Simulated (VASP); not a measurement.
# LiF (Fm-3m) in VASP: a series of runs, part 2 of 3

VASP 6.6.1. Earlier steps stand in the parts before.

### Step 3. G0W0 quasiparticle levels, PBE

Contents of POSCAR:

```
LiF
1.0
    0.0000000000      1.9948717404      1.9948717404
    1.9948717404      0.0000000000      1.9948717404
    1.9948717404      1.9948717404      0.0000000000
Li F
1 1
Direct
    0.0000000000      0.0000000000      0.0000000000
    0.5000000000      0.5000000000      0.5000000000
```

Contents of INCAR.step1:

```
PREC     = Accurate       # precision mode
ENCUT    = 500            # plane-wave cutoff, eV
EDIFF    = 1E-8           # SCF threshold, eV
ISMEAR   = 0              # smearing method
SIGMA    = 0.01           # smearing width, eV
LREAL    = F              # projectors in reciprocal space
LASPH    = T              # aspherical terms in the spheres
NELM     = 60             # most SCF steps
ALGO     = Normal         # electronic algorithm
LWAVE    = T              # write WAVECAR
LCHARG   = F              # write CHGCAR
GGA      = PE             # functional
```

Contents of INCAR.step2:

```
PREC     = Accurate       # precision mode
ENCUT    = 500            # plane-wave cutoff, eV
EDIFF    = 1E-8           # SCF threshold, eV
ISMEAR   = 0              # smearing method
SIGMA    = 0.01           # smearing width, eV
LREAL    = F              # projectors in reciprocal space
LASPH    = T              # aspherical terms in the spheres
NELM     = 1              # most SCF steps
ALGO     = Exact          # electronic algorithm
LWAVE    = T              # write WAVECAR
LCHARG   = F              # write CHGCAR
GGA      = PE             # functional
NBANDS   = 34             # bands
LOPTICS  = T              # frequency-dependent dielectric function
ISTART   = 1
```

Contents of INCAR.step3:

```
PREC     = Accurate       # precision mode
ENCUT    = 500            # plane-wave cutoff, eV
EDIFF    = 1E-8           # SCF threshold, eV
ISMEAR   = 0              # smearing method
SIGMA    = 0.01           # smearing width, eV
LREAL    = F              # projectors in reciprocal space
LASPH    = T              # aspherical terms in the spheres
ALGO     = EVGW0          # electronic algorithm
LWAVE    = F              # write WAVECAR
LCHARG   = F              # write CHGCAR
GGA      = PE             # functional
NELMGW   = 1            
NBANDS   = 34             # bands
ENCUTGW  = 80.0           # cutoff of the response function
NOMEGA   = 96             # frequency points
PRECFOCK = Fast         
ISTART   = 1            
NBANDSGW = 12           
OMEGAMAX = 30
```

Contents of KPOINTS:

```
regular mesh
0
Gamma
  8 8 8
```

Potentials or basis: VASP PAW PBE potentials, release 64 (Li_GW, F_GW).

Started as:

```console
> cat potpaw_PBE.64/Li_GW/POTCAR potpaw_PBE.64/F_GW/POTCAR > POTCAR
> cp INCAR.step1 INCAR
> mpirun -np 1 vasp_std > vasp.out
> cp INCAR.step2 INCAR
> mpirun -np 1 vasp_std > vasp.out
> cp INCAR.step3 INCAR
> mpirun -np 1 vasp_std > vasp.out
```

OUTCAR:

```text
PREC = Accurate
   ENCUT = 500
   EDIFF = 1E-8
   ISMEAR = 0
   LREAL = F
   LASPH = T
   GGA = PE
   NELMGW = 1
   ENCUTGW = 80.0
   PRECFOCK = Fast
   ISTART = 1

 ion  position               nearest neighbor table
   1  0.000  0.000  0.000-   2 1.99   2 1.99   2 1.99   2 1.99   2 1.99   2 1.99
   2  0.500  0.500  0.500-   1 1.99   1 1.99   1 1.99   1 1.99   1 1.99   1 1.99

  LATTYP: Found a face centered cubic cell.
 ALAT       =     3.9897434808

  Lattice vectors:

 A1 = (   0.0000000000,   1.9948717404,   1.9948717404)
 A2 = (   1.9948717404,   0.0000000000,   1.9948717404)
 A3 = (   1.9948717404,   1.9948717404,   0.0000000000)

Analysis of symmetry for initial positions (statically):
=====================================================================
 Subroutine PRICEL returns:
 Original cell was already a primitive cell.

[... 166 lines left out ...]
   NKREDLFX            =     1    NKREDLFY  =   1   NKREDLFZ  =   1
 non-spin polarized calculation
 Gauss-broadening in eV      SIGMA  =   0.01
  energy-cutoff  :      500.00
  volume of cell :       15.88
 maximum number of plane-waves:       415
 NGX is ok and might be reduce to    24
  NGX = 14; NGY = 14; NGZ = 14
   NGX = 11   NGY = 11   NGZ = 11
 maximum number of plane-waves:        29
 NGX is ok and might be reduce to    10

 QP shifts <psi_nk| G(iteration)W_0 |psi_nk>: iteration 1
 for sc-GW calculations column KS-energies equals QP-energies in previous step
 and V_xc(KS)=  KS-energies - (<T + V_ion + V_H > + <T+V_H+V_ion>^1  + <V_x>^1)

 k-point   1 :       0.0000    0.0000    0.0000
  band No.  KS-energies  QP-energies   sigma(KS)   V_xc(KS)     V^pw_x(r,r')   Z            occupation Imag(sigma)

      1     -23.2013     -27.8455     -28.2916     -22.2939     -36.5066       0.7743       2.0000       1.0059
      2      -3.0932      -5.7178     -26.1232     -22.9322     -30.7296       0.8225       2.0000       0.0742
      3      -3.0932      -5.7178     -26.1232     -22.9322     -30.7296       0.8225       2.0000       0.0742
      4      -3.0932      -5.7178     -26.1232     -22.9322     -30.7296       0.8225       2.0000       0.0742
      5       6.2174       7.8730      -8.6447     -10.5129      -5.5317       0.8863       0.0000      -0.0453
      6      21.2304      23.8711      -5.4299      -8.5003      -1.5853       0.8601       0.0000      -0.1264
      7      21.2304      23.8711      -5.4299      -8.5003      -1.5853       0.8601       0.0000      -0.1264
      8      21.2304      23.8711      -5.4299      -8.5003      -1.5853       0.8601       0.0000      -0.1264
      9      21.5198      23.4109      -6.3100      -8.4852      -2.6632       0.8694       0.0000      -0.1336
     10      21.5198      23.4109      -6.3100      -8.4852      -2.6632       0.8694       0.0000      -0.1336
     11      21.5198      23.4109      -6.3100      -8.4852      -2.6632       0.8694       0.0000      -0.1336
     12      24.7227      25.7047      -5.5385      -6.7085      -1.0960       0.8392       0.0000      -0.5383
[... 356 lines left out ...]
      1     -22.5706     -27.0036     -29.0564     -23.1077     -37.2273       0.7452       2.0000       0.8635
      2      -5.5277      -8.6485     -23.1616     -19.3316     -27.5942       0.8148       2.0000       0.0907
      3      -4.3866      -7.2660     -24.3480     -20.8297     -28.8052       0.8184       2.0000       0.0807
      4      -3.6070      -6.3532     -25.5817     -22.2323     -30.1617       0.8199       2.0000       0.0761
      5       9.6124      11.6735      -8.3716     -10.7096      -5.2835       0.8815       0.0000      -0.0503
      6      12.9014      15.3679      -9.7516     -12.6090      -6.5411       0.8632       0.0000      -0.0635
      7      16.1194      18.5781      -6.3399      -9.1501      -2.8956       0.8749       0.0000      -0.0641
      8      16.3809      18.7516      -7.0725      -9.8012      -3.6090       0.8688       0.0000      -0.0672
      9      24.9697      26.9237      -6.6348      -8.9165      -2.4990       0.8564       0.0000      -0.3833
     10      26.0920      28.0413      -6.1540      -8.4533      -1.9597       0.8478       0.0000      -0.3730
     11      31.7663      34.2530      -6.6409      -9.3669      -2.3092       0.9122       0.0000      -0.9093
     12      33.9427      37.2334      -7.6909     -11.2909      -3.4584       0.9141       0.0000      -0.9185

 [... further k-points ...]
```

OUTCAR.step1:

```text
PREC = Accurate
   ENCUT = 500
   EDIFF = 1E-8
   ISMEAR = 0
   LREAL = F
   LASPH = T
[... 484 lines left out ...]
 -----------------------------------------------------------------------------------
      0.00000      0.00000      0.00000        -0.000000      0.000000      0.000000
      1.99487      1.99487      1.99487         0.000000      0.000000     -0.000000
 -----------------------------------------------------------------------------------
    total drift:                               -0.000000     -0.000000      0.000000

  FREE ENERGIE OF THE ION-ELECTRON SYSTEM (eV)
  ---------------------------------------------------
  free  energy   TOTEN  =        -9.6034089795 eV

  energy  without entropy=       -9.6034089795  energy(sigma->0) =       -9.60340898
```

OUTCAR.step2:

```text
PREC = Accurate
   ENCUT = 500
   EDIFF = 1E-8
   ISMEAR = 0
   LREAL = F
[... 1013 lines left out ...]
     0.00000     2.05417     2.05417     2.05417     0.00000    -0.00000     0.00000
     1.35885     2.06239     2.06239     2.06239     0.00000    -0.00000     0.00000
     2.71769     2.08844     2.08844     2.08844     0.00000    -0.00000     0.00000
     4.07654     2.13622     2.13622     2.13622     0.00000    -0.00000     0.00000
     5.43539     2.21466     2.21466     2.21466    -0.00000    -0.00000     0.00000
     6.79423     2.34440     2.34440     2.34440    -0.00000    -0.00000     0.00000
[... 92 lines left out ...]
   133.16697     0.96561     0.96561     0.96561    -0.00000     0.00000    -0.00000
   134.52582     0.96641     0.96641     0.96641    -0.00000     0.00000    -0.00000
```

Wall time 2.6 min (1 thread of Intel Xeon 6975P-C (Granite Rapids), shared host); peak memory 0.37 GiB.

Results:

```yaml
Quasiparticle_gap: 13.59 eV
Least_direct_quasiparticle_gap: 13.59 eV
Band_gap_of_the_starting_levels_on_the_mesh: 9.31 eV
Least_direct_gap_of_the_starting_levels_on_the_mesh: 9.31 eV
```

Caveat: bands, screening cutoff and mesh are small and nothing is extrapolated, so the quasiparticle values aren't converged.

(Continued in part 3 of 3.)
